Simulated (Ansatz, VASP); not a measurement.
# Two plane-wave programs on Fe

```
Fe
1.0
     0.00000    1.94174    1.96511
     1.49844    0.00000    1.96511
     1.49844    1.94174    0.00000
Fe
1
Cartesian
  0.0000 0.0000 0.0000
```

Alike in both runs: task relaxation of cell and atoms; functional PBEsol; dispersion D3(BJ); k mesh 13 × 13 × 13; occupations fermi-dirac, width 0.05 eV; collinear spin.

```csv
,VASP,Ansatz
version,VASP 6.6.1,Ansatz 0.2.0
potentials or method,"VASP PAW PBE potentials, release 64 (Fe)",Ansatz PAW
plane-wave cutoff (eV),600,420
valence electrons in the cell,8,16
```

VASP gave:

| Property | Result |
| --- | --- |
| gap on the k mesh at the Fermi level, each at its own relaxed structure (eV) | none |
| net moment per atom (μB) | 2.03 |
| size of the moment on the site where the two differ most (μB) | 2.01 |
| relaxed volume (Å³/atom) | 10.54 |
| relaxed length of the cell vector where the two differ most in proportion (Å) | 2.761 |

Q: Estimate Ansatz's values.

A: gap on the k mesh at the Fermi level, each at its own relaxed structure (eV): none; net moment per atom (μB): 2.02; size of the moment on the site where the two differ most (μB): 2.05; relaxed volume (Å³/atom): 10.55; relaxed length of the cell vector where the two differ most in proportion (Å): 2.763.

VASP's potentials were made for PBE, not for PBEsol. Site moments also hang on the region over which each program counts them. A gap of «none» marks a metal or a gap that the smearing closes. VASP's potentials hold 8 valence electrons a cell and Ansatz's 16, so a difference there can come from the potentials and not from the codes.

Noted on Ansatz's run: the plane-wave basis is chosen anew once the cell has moved, so the energies of steps on either side of that aren't comparable.
